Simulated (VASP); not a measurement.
A run of VASP 6.6.1:

The input INCAR:

```
PREC = Accurate
ENCUT = 520
EDIFF = 1E-6
ISMEAR = 0
SIGMA = 0.05
LREAL = F
LASPH = T
NELM = 100
ALGO = Normal
ISIF = 2
LWAVE = F
LCHARG = F
GGA = CA
NBANDS = 8
```

Contents of KPOINTS:

```
Automatic mesh
0
Gamma
  10 10 10
```

File POSCAR:

```
H
1.0
   -1.6915344700      1.6915344700      2.0584739900
    1.6915344700     -1.6915344700      2.0584739900
    1.6915344700      1.6915344700     -2.0584739900
H
2
Direct
    0.9098622900      0.9098622900      0.0000000000
    0.0901377100      0.0901377100      0.0000000000
```

Potentials or basis: VASP PAW LDA potentials, release 64 (H).

Run with:

```sh
$ cat potpaw_LDA.64/H/POTCAR > POTCAR
$ mpirun -np 1 vasp_std > vasp.out
```

Hardware: 1 thread of Intel(R) Xeon(R) Platinum 8488C (Sapphire Rapids) (shared host).

How long does it take, and how much memory?

It took 6.8 s on 1 thread of Intel(R) Xeon(R) Platinum 8488C (Sapphire Rapids), on a shared host, peak memory 0.12 GiB. Counts: scf iterations 12, k points 102.
